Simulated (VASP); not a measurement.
Input of a VASP 6.6.1 run:

POSCAR

```
KBr
1.0
    0.0000000000      3.3024386828      3.3024386828
    3.3024386828      0.0000000000      3.3024386828
    3.3024386828      3.3024386828      0.0000000000
K Br
1 1
Direct
    0.0000000000      0.0000000000      0.0000000000
    0.5000000000      0.5000000000      0.5000000000
```

File INCAR.step1:

```
SYSTEM = KBr
PREC = Accurate
ENCUT = 520
EDIFF = 1E-5
ISMEAR = 0
SIGMA = 0.01
LREAL = .FALSE.
LASPH = .TRUE.
NELM = 100
ALGO = Normal
ISIF = 2
LWAVE = .TRUE.
LCHARG = .FALSE.
NBANDS = 15
GGA = PE
```

File INCAR.step2:

```
SYSTEM = KBr
PREC = Accurate
ENCUT = 520
EDIFF = 1E-6
ISMEAR = 0
SIGMA = 0.01
LREAL = .FALSE.
LASPH = .TRUE.
NELM = 100
ALGO = Normal
ISIF = 2
LWAVE = .FALSE.
LCHARG = .FALSE.
GGA = PE
LHFCALC = .TRUE.
AEXX = 0.35
PRECFOCK = Normal
NBANDS = 15
ISTART = 1
```

Contents of KPOINTS:

```
Automatic mesh
0
G
  4 4 4
  0 0 0
```

Potentials or basis: VASP PAW PBE potentials, release 64 (K_sv, Br).

Run with:

```console
$ cat potpaw_PBE.64/K_sv/POTCAR potpaw_PBE.64/Br/POTCAR > POTCAR
$ cp INCAR.step1 INCAR
$ mpirun -np 1 vasp_std > vasp.out
$ cp INCAR.step2 INCAR
$ mpirun -np 1 vasp_std > vasp.out
```

**Question.** What does it give for the band gap on the k mesh?

**Answer.** 7.10 eV.

**Question.** What does it give for the pressure?

**Answer.** 0.3 GPa.

Caveat: the PAW data sets were made with another functional, which shifts forces and pressure a little.
